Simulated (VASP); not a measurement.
Crystal: Al3B2P.

```
CELL_PARAMETERS angstrom
3.16394 -3.58300 0.00000
3.16394 3.58300 0.00000
0.00000 0.00000 4.16709
ATOMIC_POSITIONS crystal
Al 0.84622 0.15378 0.50000
Al 0.15378 0.84622 0.50000
Al 0.50000 0.50000 0.50000
B 0.00000 0.50000 0.50000
B 0.50000 0.00000 0.50000
P 0.00000 0.00000 0.00000
```

| Property | Result |
| --- | --- |
| Program | VASP 6.6.1 |
| Task | relaxation of cell and atoms |
| Functional | PBE |
| Potentials or basis | VASP PAW PBE potentials, release 64 (Al, B, P) |
| Cutoff | 600 eV |
| k mesh | 4 × 4 × 4 |
| Occupations | gaussian, width 0.1 eV |
| Spin | no spin polarisation |

At the start: pressure 37.1 GPa; volume 15.75 Å³/atom.

**Question.** How do energy, volume and symmetry change on relaxing?

**Answer.** Over 15 steps the energy falls by 775.4 meV/atom and the volume is 20.47 Å³/atom (+30.0 %); space group Cmmm (No. 65, to 0.05 Å).

The path:
```tsv
step	energy change (eV)	largest force (eV/Å)	pressure (GPa)	volume (Å³)
1	0.0000	1.5311	37.10	94.48
2	-2.8922	3.1458	-6.12	150.92
3	-4.0042	2.8196	2.07	124.16
4	-4.4485	0.2108	-1.76	132.40
5	-4.4511	0.0769	-1.53	131.70
6	-4.5257	0.0075	-0.71	128.67
7	-4.5826	0.1033	0.70	124.56
8	-4.5883	0.1837	1.38	122.78
9	-4.6253	0.4660	0.06	123.86
10	-4.6259	0.5033	-0.11	124.01
11	-4.6483	0.1267	-0.57	124.41
12	-4.6492	0.0476	-0.66	124.49
13	-4.6517	0.0299	0.24	122.57
14	-4.6522	0.0064	-0.03	123.14
15	-4.6527	0.0362	0.04	122.80
```

Final structure:
```cif
data_structure
_symmetry_space_group_name_H-M 'P 1'
_symmetry_Int_Tables_number 1
_cell_length_a 5.7521
_cell_length_b 5.7521
_cell_length_c 3.7323
_cell_angle_alpha 90.000
_cell_angle_beta 90.000
_cell_angle_gamma 96.039
_cell_volume 122.80
loop_
_atom_site_label
_atom_site_type_symbol
_atom_site_fract_x
_atom_site_fract_y
_atom_site_fract_z
_atom_site_occupancy
Al1 Al 0.82883 0.17117 0.50000 1
Al2 Al 0.17117 0.82883 0.50000 1
Al3 Al 0.50000 0.50000 0.50000 1
B1 B 0.00000 0.50000 0.50000 1
B2 B 0.50000 0.00000 0.50000 1
P1 P 0.00000 0.00000 0.00000 1
```

Caveat: the k points lie up to 0.42 Å⁻¹ apart in the final cell; the volume moved by over 15 % at a fixed basis, so the end points are rough.
